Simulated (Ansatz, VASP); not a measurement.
## One calculation of Fe, two programs

```xyz
8
Lattice="4.4411 0.0000 0.0000 0.0000 4.4411 0.0000 0.0000 0.0000 4.4411" Properties=species:S:1:pos:R:3 pbc="T T T"
Fe    0.0000    4.4411    0.0000
Fe    2.2206    2.2206    2.2206
Fe    1.1103    4.4411    2.2206
Fe    3.3308    0.0000    2.2206
Fe    2.2206    1.1103    0.0000
Fe    2.2206    3.3308    0.0000
Fe    4.4411    2.2206    1.1103
Fe    4.4411    2.2206    3.3308
```

Alike in both runs: functional PBEsol; k mesh 6 × 6 × 6; occupations fermi-dirac, width 0.05 eV; collinear spin.

Ansatz relaxed the structure, and its values are those at the end. VASP's run is a single point on that final structure, the one shown.

```csv
,VASP,Ansatz
version,VASP 6.6.1,Ansatz 0.2.0
potentials or method,"VASP PAW PBE potentials, release 64 (Fe), cutoff 520 eV","plane waves (420 eV) with PAW, scalar-relativistic"
valence electrons in the cell,64,128
```

|  | VASP | Ansatz | Ansatz less VASP |
| --- | --- | --- | --- |
| pressure (GPa) | -0.1 | 0.0 | +0.09 |
| net moment per atom (μB) | 2.07 | 2.06 | -0.011 |
| size of the moment on the site where the two differ most (μB) | 1.89 | 1.93 | +0.038 |

VASP's potentials were made for PBE, not for PBEsol, and Ansatz warns of the same on its side. Site moments also hang on the region over which each program counts them. The functional is the same, so the differences come from potentials, cutoffs and numerics. VASP's potentials hold 64 valence electrons a cell and Ansatz's 128, so a difference there can come from the potentials and not from the codes.
